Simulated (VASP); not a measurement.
Write the native input for VASP 6.6.1 that does the following.

```yaml
Task: single point
Functional: PBEsol
Potentials_or_basis: VASP PAW PBE potentials, release 64 (Mg)
Cutoff: 600 eV
k_mesh: 2 × 2 × 2
Occupations: tetrahedron
Spin: no spin polarisation
Dipole_correction: no
Further_INCAR_settings: ALGO = Normal; EDIFF = 1e-06; NBANDS = 7
```

The structure of Mg lies in POSCAR:

```
Mg
1.0
   -1.8359916300      1.8359916300      1.6794040200
    1.8359916300     -1.8359916300      1.6794040200
    1.8359916300      1.8359916300     -1.6794040200
Mg
1
Direct
    0.5620000000      0.0230000000      0.7200000000
```

The input as run:

INCAR

```
ALGO = Normal
EDIFF = 1E-6
ENCUT = 600
GGA = PS
GGA_COMPAT = False
ISIF = 2
ISMEAR = -4
LASPH = True
LCHARG = False
LREAL = False
LWAVE = False
NBANDS = 7
NELM = 120
PREC = Accurate
SIGMA = 0.1
```

KPOINTS

```
k-points
0
Gamma
  2 2 2
```

Potentials or basis: VASP PAW PBE potentials, release 64 (Mg).

Run with:

```bash
$ cat potpaw_PBE.64/Mg/POTCAR > POTCAR
$ mpirun -np 1 vasp_std > vasp.out
```

It gave:

```json
{
 "Pressure": "6.0 GPa",
 "Band gap on the k mesh": "zero (bands 1 and 2 overlap by 4.54 eV)"
}
```

Caveat: the k points lie up to 1.27 Å⁻¹ apart, too coarse for converged energies and pressures of a metal; the PAW data sets were made with another functional, which shifts forces and pressure a little.

Wall time 4.6 s on 1 thread of Intel Xeon 8259CL (shared host), peak memory 0.15 GiB.
